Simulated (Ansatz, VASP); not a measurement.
Mg2C3 in VASP and in Ansatz

The input POSCAR:

```
Mg2C3
1.0
    2.3870223790     -2.3394118729     -0.0063441741
    2.3870223790      2.3394118729     -0.0063441741
   -1.2253611782      0.0000000000      4.8584158892
Mg C
2 3
Direct
    0.8082382625      0.8082382625      0.1984312469
    0.1917617375      0.1917617375      0.8015687531
    0.3094092368      0.3094092368      0.2614782352
    0.7010710878      0.7010710878      0.7385491354
    0.5052401623      0.5052401623      0.5000136853
```

File INCAR.step1:

```
SYSTEM = Mg2C3
PREC     = Accurate       ! precision mode
ENCUT    = 520            ! plane-wave cutoff, eV
ISMEAR   = 0              ! smearing method
SIGMA    = 0.05           ! smearing width, eV
LREAL    = .FALSE.        ! projectors in reciprocal space
LASPH    = .TRUE.         ! aspherical terms in the spheres
NELM     = 60             ! most SCF steps
NBANDS   = 16             ! bands
GGA      = PE             ! functional
ALGO     = Normal         ! electronic algorithm
EDIFF    = 1E-4           ! SCF threshold, eV
LWAVE    = .TRUE.         ! write WAVECAR
LCHARG   = .FALSE.        ! write CHGCAR
```

File INCAR.step2:

```
SYSTEM = Mg2C3
PREC     = Accurate       ! precision mode
ENCUT    = 520            ! plane-wave cutoff, eV
EDIFF    = 1E-6           ! SCF threshold, eV
ISMEAR   = 0              ! smearing method
SIGMA    = 0.05           ! smearing width, eV
LREAL    = .FALSE.        ! projectors in reciprocal space
LASPH    = .TRUE.         ! aspherical terms in the spheres
NELM     = 60             ! most SCF steps
ALGO     = Normal         ! electronic algorithm
ISIF     = 2              ! what is computed and relaxed
LWAVE    = .FALSE.        ! write WAVECAR
LCHARG   = .FALSE.        ! write CHGCAR
METAGGA  = R2SCAN         ! meta-GGA
LMIXTAU  = .TRUE.       
NBANDS   = 16             ! bands
ISTART   = 1
```

File KPOINTS:

```
Automatic mesh
0
G
  8 8 6
  0 0 0
```

Input for Ansatz:

```yaml
crystal:
  lattice:
    - [2.387022379, -2.3394118729, -0.0063441741]
    - [2.387022379, 2.3394118729, -0.0063441741]
    - [-1.2253611782, 0.0, 4.8584158892]
  atoms:
    - { symbol: Mg, position: [0.8082382625, 0.8082382625, 0.1984312469] }
    - { symbol: Mg, position: [0.1917617375, 0.1917617375, 0.8015687531] }
    - { symbol: C, position: [0.3094092368, 0.3094092368, 0.2614782352] }
    - { symbol: C, position: [0.7010710878, 0.7010710878, 0.7385491354] }
    - { symbol: C, position: [0.5052401623, 0.5052401623, 0.5000136853] }
basis:
  ecutwfc: 500
kpoints:
  mp_grid: { grid: [8, 8, 6] }
hamiltonian:
  xc: r2scan
scf:
  occupations: { method: gaussian, width: 0.05 }
output:
  forces: true
  stress: true
  eigenvalues: true
```

Change from the starting cell: all C atoms moved +0.025 Å, as atom 3 along Cartesian [1 0 0].

Alike in both runs: task single point; functional r2SCAN; k mesh 8 × 8 × 6; occupations gaussian, width 0.05 eV; no spin polarisation.

|  | VASP | Ansatz |
| --- | --- | --- |
| version | VASP 6.6.1 | Ansatz 0.2.0 |
| potentials or method | VASP PAW PBE potentials, release 64 (Mg, C), cutoff 520 eV | scalar-relativistic, plane waves, PAW |
| valence electrons in the cell | 16 | 32 |

VASP gave:

```
gap on the k mesh at the Fermi level (eV)                     : 1.88
least direct gap on the mesh (eV)                             : 2.65
pressure (GPa)                                                : -0.3
traceless stress, the component that is largest in VASP (GPa) : 0.43
rms of the force components (eV/Å)                            : 0.064
```

Problem. Which values does Ansatz return?

Solution. gap on the k mesh at the Fermi level (eV): 1.87; least direct gap on the mesh (eV): 2.65; pressure (GPa): 0.0; traceless stress, the component that is largest in VASP (GPa): -0.01; rms of the force components (eV/Å): 0.050.

VASP's potentials were made for PBE, not for r2SCAN. Atom by atom the forces differ by 0.042 eV/Å (rms over components). VASP's potentials hold 16 valence electrons a cell and Ansatz's 32, so a difference there can come from the potentials and not from the codes.
